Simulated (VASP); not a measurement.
# Te3Pt (Pm-3m) in VASP: a series of runs

Te3Pt is run at these levels: PBE; tasks: single point, relaxation of cell and atoms.

Program: VASP 6.6.1. These are calculated values, not measurements. Logs are shortened: lines on timing, memory, paths and dates and some standing lists are left out, and cuts for length are marked.

### Step 1. The cell of the first run

The structure is cubic, space group Pm-3m (No. 221). The conventional cell has a = 4.622 Å, b = 4.622 Å, c = 4.622 Å, α = 90.00°, β = 90.00°, γ = 90.00°. Within 4.3 Å of Te (site symmetry 4/mmm) lie 8 Te at 3.27 Å and 4 Pt at 3.27 Å. Within 4.3 Å of Pt (site symmetry m-3m) lie 12 Te at 3.27 Å.

### Step 2. Single point, PBE

File INCAR:

```
SYSTEM = Te3Pt
PREC = Accurate ; ENCUT = 520
EDIFF = 1E-7 ; ISMEAR = 0
SIGMA = 0.1 ; LREAL = .False.
LASPH = .True. ; NELM = 100
ALGO = Normal ; ISIF = 2
LWAVE = .False. ; LCHARG = .False.
GGA = PE ; NBANDS = 22
```

File KPOINTS:

```
Automatic mesh
0
Gamma
  4 4 4
  0 0 0
```

File POSCAR:

```
Te3Pt
1.0
    4.6223820815      0.0000000000      0.0000000000
    0.0000000000      4.6223820815      0.0000000000
    0.0000000000      0.0000000000      4.6223820815
Te Pt
3 1
Direct
    0.0000000000      0.5000000000      0.5000000000
    0.5000000000      0.0000000000      0.5000000000
    0.5000000000      0.5000000000      0.0000000000
    0.0000000000      0.0000000000      0.0000000000
```

Potentials or basis: VASP PAW PBE potentials, release 64 (Te, Pt).

On the command line:

```console
$ cat potpaw_PBE.64/Te/POTCAR potpaw_PBE.64/Pt/POTCAR > POTCAR
$ mpirun -np 1 vasp_std > vasp.out
```

OUTCAR:

```text
SYSTEM = Te3Pt
   PREC = Accurate
   ENCUT = 520
   EDIFF = 1E-7
   ISMEAR = 0
   LREAL = .False.
   LASPH = .True.
   NELM = 100
   ISIF = 2
   GGA = PE

 ion  position               nearest neighbor table
   1  0.000  0.500  0.500-   2 3.27   3 3.27   4 3.27   3 3.27   4 3.27   2 3.27   4 3.27   4 3.27
                             2 3.27   3 3.27   3 3.27   2 3.27
   2  0.500  0.000  0.500-   1 3.27   3 3.27   4 3.27   3 3.27   4 3.27   1 3.27   3 3.27   3 3.27
                             1 3.27   4 3.27   4 3.27   1 3.27
   3  0.500  0.500  0.000-   1 3.27   2 3.27   4 3.27   1 3.27   2 3.27   2 3.27   4 3.27   2 3.27
                             1 3.27   4 3.27   1 3.27   4 3.27
   4  0.000  0.000  0.000-   1 3.27   2 3.27   3 3.27   1 3.27   2 3.27   1 3.27   3 3.27   1 3.27
                             2 3.27   3 3.27   2 3.27   3 3.27

  LATTYP: Found a simple cubic cell.
 ALAT       =     4.6223820815

  Lattice vectors:

 A1 = (   4.6223820815,   0.0000000000,   0.0000000000)
 A2 = (   0.0000000000,   4.6223820815,   0.0000000000)
 A3 = (   0.0000000000,   0.0000000000,   4.6223820815)

Analysis of symmetry for initial positions (statically):
=====================================================================
 Subroutine PRICEL returns:
 Original cell was already a primitive cell.

 Routine SETGRP: Setting up the symmetry group for a
 simple cubic supercell.

 Subroutine GETGRP returns: Found 48 space group operations
 (whereof 48 operations were pure point group operations)
 out of a pool of 48 trial point group operations.

The static configuration has the point symmetry O_h .

Analysis of symmetry for dynamics (positions and initial velocities):
=====================================================================
 Subroutine PRICEL returns:
 Original cell was already a primitive cell.

 Routine SETGRP: Setting up the symmetry group for a
 simple cubic supercell.

 Subroutine GETGRP returns: Found 48 space group operations
 (whereof 48 operations were pure point group operations)
 out of a pool of 48 trial point group operations.

The dynamic configuration has the point symmetry O_h .

 Subroutine INISYM returns: Found 48 space group operations
 (whereof 48 operations are pure point group operations),
 and found     1 'primitive' translations

----------------------------------------------------------------------------------------

                                     Primitive cell

  volume of cell :      98.7637

  direct lattice vectors                    reciprocal lattice vectors
     4.622382081  0.000000000  0.000000000     0.216338672  0.000000000  0.000000000
     0.000000000  4.622382081  0.000000000     0.000000000  0.216338672  0.000000000
     0.000000000  0.000000000  4.622382081     0.000000000  0.000000000  0.216338672

  length of vectors
     4.622382081  4.622382081  4.622382081     0.216338672  0.216338672  0.216338672

  position of ions in fractional coordinates (direct lattice)
     0.000000000  0.500000000  0.500000000
     0.500000000  0.000000000  0.500000000
     0.500000000  0.500000000  0.000000000
     0.000000000  0.000000000  0.000000000

  ion indices of the primitive-cell ions
   primitive index   ion index
                 1           1
                 2           2
                 3           3
                 4           4

----------------------------------------------------------------------------------------

 KPOINTS: Automatic mesh

Automatic generation of k-mesh.
 Grid dimensions read from file:
 generate k-points for:    4    4    4

 Generating k-lattice:

  Cartesian coordinates                     Fractional coordinates (reciprocal lattice)
     0.054084668  0.000000000  0.000000000     0.250000000  0.000000000  0.000000000
     0.000000000  0.054084668  0.000000000     0.000000000  0.250000000  0.000000000
     0.000000000  0.000000000  0.054084668     0.000000000  0.000000000  0.250000000

  Length of vectors
     0.054084668  0.054084668  0.054084668

  Shift w.r.t. Gamma in fractional coordinates (k-lattice)
     0.000000000  0.000000000  0.000000000

 Subroutine IBZKPT returns following result:
 ===========================================

 Found     10 irreducible k-points:

 Following reciprocal coordinates:
            Coordinates               Weight
  0.000000  0.000000  0.000000      1.000000
  0.250000  0.000000  0.000000      6.000000
  0.500000  0.000000  0.000000      3.000000
  0.250000  0.250000  0.000000     12.000000
  0.500000  0.250000  0.000000     12.000000
  0.500000  0.500000  0.000000      3.000000
  0.250000  0.250000  0.250000      8.000000
  0.500000  0.250000  0.250000     12.000000
  0.500000  0.500000  0.250000      6.000000
  0.500000  0.500000  0.500000      1.000000
   k-points           NKPTS =     10   k-points in BZ     NKDIM =     10   number of bands    NBANDS=     22
   number of dos      NEDOS =    301   number of ions     NIONS =      4
   total plane-waves  NPLWV =  46656
   dimension x,y,z NGX =    36 NGY =   36 NGZ =   36
   dimension x,y,z NGXF=    72 NGYF=   72 NGZF=   72
   ions per type =               3   1
   NGX,Y,Z   is equivalent  to a cutoff of  12.95, 12.95, 12.95 a.u.
   NGXF,Y,Z  is equivalent  to a cutoff of  25.90, 25.90, 25.90 a.u.
 SYSTEM =  Te3Pt
   PREC   = accura    normal or accurate (medium, high low for compatibility)
   ISTART =      0    job   : 0-new  1-cont  2-samecut
   ICHARG =      2    charge: 1-file 2-atom 10-const
   ISPIN  =      1    spin polarized calculation?
   LNONCOLLINEAR =      F non collinear calculations
   LSORBIT =      F    spin-orbit coupling
   LASPH  =      T    aspherical Exc in radial PAW
   ENCUT  =  520.0 eV  38.22 Ry    6.18 a.u.   8.59  8.59  8.59*2*pi/ulx,y,z
   NELM   =    100;   NELMIN=  2; NELMDL= -5     # of ELM steps
   EDIFF  = 0.1E-06   stopping-criterion for ELM
   LREAL  =      F    real-space projection
   EDIFFG = 0.1E-05   stopping-criterion for IOM
   NSW    =      0    number of steps for IOM
   IBRION =     -1    ionic relax: 0-MD 1-quasi-New 2-CG
   NFREE  =      0    steps in history (QN), initial steepest desc. (CG)
   ISIF   =      2    stress and relaxation
   ISYM   =      2    0-nonsym 1-usesym 2-fastsym
   POTIM  = 0.5000    time-step for ionic-motion
   TEBEG  =    0.0;   TEEND  =   0.0 temperature during run
   PSTRESS=    0.0 pullay stress
   NELECT =      28.0000    total number of electrons
   NUPDOWN=      -1.0000    fix difference up-down
   EMIN   =  10.00;   EMAX   =-10.00  energy-range for DOS
   EFERMI =   0.00;   METHOD = LEGACY
   ISMEAR =     0;   SIGMA  =   0.10  broadening in eV -4-tet -1-fermi 0-gaus
   EFERMI_NEDOS =   21; number of points for ismear=-14 and -15
   IALGO  =     38    algorithm
   IMIX   =      4    mixing-type and parameters
     AMIX     =   0.40;   BMIX     =  1.00
     AMIX_MAG =   1.60;   BMIX_MAG =  1.00
  volume/ion in A,a.u.               =      24.69       166.62
  Fermi-wavevector in a.u.,A,eV,Ry     =   1.075462  2.032328 15.736745  1.156618
  Thomas-Fermi vector in A             =   2.211319
   LORBIT       =      0    0 simple, 1 ext, 2 COOP (PROOUT), +10 PAW based schemes
   GGA     = PE    functional components
   LHFCALC =     F    Hartree Fock is set to
   AEXX    =    0.0000 exact exchange contribution
   IVDW    =     0    specifies the selected vdW correction
   LEPSILON=     F    determine dielectric tensor
   LRPA    =     F    only Hartree local field effects (RPA)
 non-spin polarized calculation
 Gauss-broadening in eV      SIGMA  =   0.10
  energy-cutoff  :      520.00
  volume of cell :       98.76
 maximum number of plane-waves:      2680
 NGX is ok and might be reduce to    36
   NGX = 17   NGY = 17   NGZ = 17

 number of electron      27.9999995 magnetization

 Free energy of the ion-electron system (eV)
  ---------------------------------------------------
  ext. energy  EPLUGINS =         0.00000000
  ---------------------------------------------------
  free energy    TOTEN  =       -13.16338312 eV

  energy without entropy =      -13.14572475  energy(sigma->0) =      -13.15455393

 E-fermi :   8.7876     XC(G=0): -10.7229

 val. band max:        8.7373380066   @ k =   0.5000   0.5000   0.2500
 cond. band min:       8.8036849045   @ k =   0.2500   0.0000   0.0000
 fundamental gap:      0.0663468980
 Fermi energy:         8.7875597655

 k-point     1 :       0.0000    0.0000    0.0000
  band No.  band energies     occupation
      1      -5.5603      2.00000
      2      -1.2456      2.00000
      3      -1.2456      2.00000
      4       3.3943      2.00000
      5       3.3943      2.00000
      6       3.3943      2.00000
[... 14 lines left out ...]
     21      14.7017      0.00000
     22      14.7017      0.00000

 k-point     2 :       0.2500    0.0000    0.0000
  band No.  band energies     occupation
      1      -5.1920      2.00000
      2      -2.2328      2.00000
      3      -1.1406      2.00000
      4       3.6164      2.00000
      5       3.6164      2.00000
      6       4.0797      2.00000
[... 14 lines left out ...]
     21      15.3289      0.00000
     22      15.9132      0.00000

 k-point     3 :       0.5000    0.0000    0.0000
  band No.  band energies     occupation
      1      -4.4810      2.00000
      2      -3.4193      2.00000
      3      -1.0261      2.00000
      4       3.8819      2.00000
      5       3.8819      2.00000
      6       4.9147      2.00000
[... 14 lines left out ...]
     21      14.8078      0.00000
     22      14.8078      0.00000

 k-point     4 :       0.2500    0.2500    0.0000
  band No.  band energies     occupation
      1      -4.8334      2.00000
      2      -2.3172      2.00000
      3      -1.7444      2.00000
      4       3.1617      2.00000
      5       3.8952      2.00000
      6       4.5320      2.00000
[... 14 lines left out ...]
     21      15.3717      0.00000
     22      15.7647      0.00000

 k-point     5 :       0.5000    0.2500    0.0000
  band No.  band energies     occupation
      1      -4.1289      2.00000
      2      -3.2268      2.00000
      3      -1.7804      2.00000
      4       3.0899      2.00000
      5       4.2541      2.00000
      6       4.2634      2.00000
[... 14 lines left out ...]
     21      15.0756      0.00000
     22      16.6587      0.00000

 k-point     6 :       0.5000    0.5000    0.0000
  band No.  band energies     occupation
      1      -3.2498      2.00000
      2      -3.0003      2.00000
      3      -3.0003      2.00000
      4       2.0861      2.00000
      5       4.6911      2.00000
      6       4.9751      2.00000
[... 14 lines left out ...]
     21      15.1701      0.00000
     22      16.8838      0.00000

 k-point     7 :       0.2500    0.2500    0.2500
  band No.  band energies     occupation
      1      -4.4893      2.00000
      2      -2.2047      2.00000
      3      -2.2047      2.00000
      4       2.3258      2.00000
      5       4.3587      2.00000
      6       4.3587      2.00000
[... 14 lines left out ...]
     21      15.3271      0.00000
     22      15.3271      0.00000

 k-point     8 :       0.5000    0.2500    0.2500
  band No.  band energies     occupation
      1      -3.8073      2.00000
      2      -3.0679      2.00000
      3      -2.0812      2.00000
      4       2.8445      2.00000
      5       3.1482      2.00000
      6       3.6728      2.00000
[... 14 lines left out ...]
     21      15.8055      0.00000
     22      16.4691      0.00000

 k-point     9 :       0.5000    0.5000    0.2500
  band No.  band energies     occupation
      1      -3.0313      2.00000
      2      -2.8870      2.00000
      3      -2.8870      2.00000
      4       2.4830      2.00000
      5       2.6715      2.00000
      6       3.7947      2.00000
[... 14 lines left out ...]
     21      15.8939      0.00000
     22      17.2955      0.00000

 k-point    10 :       0.5000    0.5000    0.5000
  band No.  band energies     occupation
      1      -2.7623      2.00000
      2      -2.7623      2.00000
      3      -2.7623      2.00000
      4       1.5971      2.00000
      5       3.0631      2.00000
      6       3.0631      2.00000
[... 14 lines left out ...]
     21      16.8487      0.00000
     22      17.8024      0.00000

------------------------ aborting loop because EDIFF is reached ----------------------------------------

  FORCE on cell =-STRESS in cart. coord.  units (eV):
  Direction    XX          YY          ZZ          XY          YZ          ZX
  --------------------------------------------------------------------------------------
  -------------------------------------------------------------------------------------
  Total       -0.1117794     -0.1117794     -0.1117794      0.0000000     -0.0000000      0.0000000
  in kB       -1.8133209     -1.8133209     -1.8133209      0.0000000     -0.0000000      0.0000000
  external PRESSURE =      -1.8133209 kB  Pullay stress =       0.0000000 kB

 VOLUME and BASIS-vectors are now :
 -----------------------------------------------------------------------------
  energy-cutoff  :      520.00
  volume of cell :       98.76
      direct lattice vectors                 reciprocal lattice vectors
     4.622382081  0.000000000  0.000000000     0.216338672  0.000000000  0.000000000
     0.000000000  4.622382081  0.000000000     0.000000000  0.216338672  0.000000000
     0.000000000  0.000000000  4.622382081     0.000000000  0.000000000  0.216338672

 POSITION                                       TOTAL-FORCE (eV/Angst)
 -----------------------------------------------------------------------------------
      0.00000      2.31119      2.31119         0.000000      0.000000      0.000000
      2.31119      0.00000      2.31119         0.000000      0.000000      0.000000
      2.31119      2.31119      0.00000         0.000000      0.000000      0.000000
      0.00000      0.00000      0.00000         0.000000      0.000000      0.000000
 -----------------------------------------------------------------------------------
    total drift:                               -0.000000      0.000000      0.000000

  FREE ENERGIE OF THE ION-ELECTRON SYSTEM (eV)
  ---------------------------------------------------
  free  energy   TOTEN  =       -13.1633831181 eV

  energy  without entropy=      -13.1457247478  energy(sigma->0) =      -13.15455393
```

Run time: 21 s. Hardware: 1 thread of Intel Xeon Platinum 8259CL at 2.50GHz (Skylake/Cascade Lake), shared host; peak memory 0.2 GiB.

What came out:

```
Free energy            : -13.1634 eV
Pressure               : -0.2 GPa
Band gap on the k mesh : zero (band 14 reaches 10.83 eV, above the bottom of band 15 at 7.97 eV)
```

Caveat: spin-orbit coupling is left out, which moves the levels of the heavy elements.

(Continued in part 2 of 2.)
